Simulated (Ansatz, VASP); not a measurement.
# Sn in VASP and in Ansatz

```
CELL_PARAMETERS angstrom
0.00000 3.28321 3.28321
3.28321 0.00000 3.28321
3.28321 3.28321 0.00000
ATOMIC_POSITIONS crystal
Sn 0.87500 0.87500 0.87500
Sn 0.12500 0.12500 0.12500
```

Alike in both runs: functional r2SCAN; k mesh 9 × 9 × 9; occupations fermi-dirac, width 0.02 eV; no spin polarisation.

Ansatz relaxed the structure, and its values are those at the end. VASP's run is a single point on that final structure, the one shown.

```csv
,VASP,Ansatz
version,VASP 6.6.1,Ansatz 0.2.0
potentials or method,"VASP PAW PBE potentials, release 64 (Sn_d)","PAW with Ansatz's default frozen-core files, scalar-relativistic"
plane-wave cutoff (eV),520,500
valence electrons in the cell,28,28
```

```tsv
	VASP	Ansatz	Ansatz less VASP
pressure (GPa)	0.0	0.0	+0.03
```

VASP's potentials were made for PBE, not for r2SCAN.
